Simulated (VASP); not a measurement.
The system is Ir.

```
Ir
1.0
     0.00000    1.91809    1.91809
     1.91809    0.00000    1.91809
     1.91809    1.91809    0.00000
Ir
1
Direct
  0.00000 0.00000 0.00000
```

Base run:

* Program: VASP 6.6.1
* Functional: PBEsol
* Potentials or basis: VASP PAW PBE potentials, release 64 (Ir_sv_GW)
* Cutoff: 500 eV
* k mesh: 8 × 8 × 8
* Occupations: gaussian, width 0.1 eV
* Spin: no spin polarisation

Its results: pressure -3.6 GPa.

Task: The run is repeated on the same cell with these changes: potentials or basis from VASP PAW PBE potentials, release 64 (Ir_sv_GW) to VASP PAW PBE potentials, release 64 (Ir); cutoff from 500 eV to 520 eV; further incar settings from ALGO = Normal; EDIFF = 1e-06; NBANDS = 14 to ALGO = Normal; EDIFF = 1e-06; NBANDS = 10; valence electrons from 17 to 9. What comes out?

Result: Pressure 0.7 GPa.

Caveats: the PAW data sets were made with another functional, which shifts forces and pressure a little.
